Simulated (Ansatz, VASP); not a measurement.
## One calculation of CdTe, two programs

```
Cd Te
1.0
     0.00000    3.15116    3.36808
     3.15116    0.00000    3.36808
     3.15116    3.15116    0.00000
Cd Te
1 1
Direct
  0.00000 0.00000 0.00000
  0.25000 0.25000 0.25000
```

Change from the starting cell: strained cell.

Alike in both runs: task relaxation of the atoms; functional PBEsol; k mesh 6 × 6 × 6; occupations gaussian, width 0.02 eV; no spin polarisation.

|  | VASP | Ansatz |
| --- | --- | --- |
| version | VASP 6.6.1 | Ansatz 0.2.0 |
| potentials or method | VASP PAW PBE potentials, release 64 (Cd, Te), cutoff 450 eV | scalar-relativistic, plane waves, PAW |
| valence electrons in the cell | 18 | 36 |

|  | VASP | Ansatz | Ansatz less VASP |
| --- | --- | --- | --- |
| gap on the k mesh at the Fermi level, each at its own relaxed structure (eV) | 0.61 | 0.61 | -0.005 |

VASP's potentials were made for PBE, not for PBEsol, and Ansatz warns of the same on its side. VASP's potentials hold 18 valence electrons a cell and Ansatz's 36, so a difference there can come from the potentials and not from the codes. Ansatz's warnings: stress scf threshold loose.

Neither program's run includes spin-orbit coupling. Noted on VASP's run: the relaxation stopped at its first step, so nothing moved.
